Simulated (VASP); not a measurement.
Input of a VASP 6.6.1 run:

File POSCAR:

```
Ti
1.0
    0.0000000000      2.0565374394      2.0565374394
    2.0565374394      0.0000000000      2.0565374394
    2.0565374394      2.0565374394      0.0000000000
Ti
1
Direct
    0.0000000000      0.0000000000      0.0000000000
```

File INCAR.step1:

```
PREC = Accurate
ENCUT = 550
ISMEAR = -1
SIGMA = 0.1
LREAL = False
LASPH = True
NELM = 120
NBANDS = 12
GGA = PE
ALGO = Normal
EDIFF = 1E-5
LWAVE = True
LCHARG = False
GGA_COMPAT = False
```

File INCAR.step2:

```
PREC = Accurate
ENCUT = 550
EDIFF = 1E-6
ISMEAR = -1
SIGMA = 0.1
LREAL = False
LASPH = True
NELM = 120
ALGO = Normal
ISIF = 2
LWAVE = False
LCHARG = True
METAGGA = R2SCAN
LMIXTAU = True
LELF = True
LVHAR = True
NBANDS = 12
ISTART = 1
GGA_COMPAT = False
```

File KPOINTS:

```
Automatic mesh
0
Gamma
  19 19 19
```

Potentials or basis: VASP PAW PBE potentials, release 64 (Ti_sv).

Launch:

```bash
$ cat potpaw_PBE.64/Ti_sv/POTCAR > POTCAR
$ cp INCAR.step1 INCAR
$ mpirun -np 1 vasp_std > vasp.out
$ cp INCAR.step2 INCAR
$ mpirun -np 1 vasp_std > vasp.out
```

(1) Estimate the band gap on the k mesh.

(2) Predict the pressure.

Results:

(1) zero (bands 6 and 7 overlap by 1.34 eV).

(2) 0.4 GPa.

Caveat: the PAW data sets were made with another functional, which shifts forces and pressure a little.
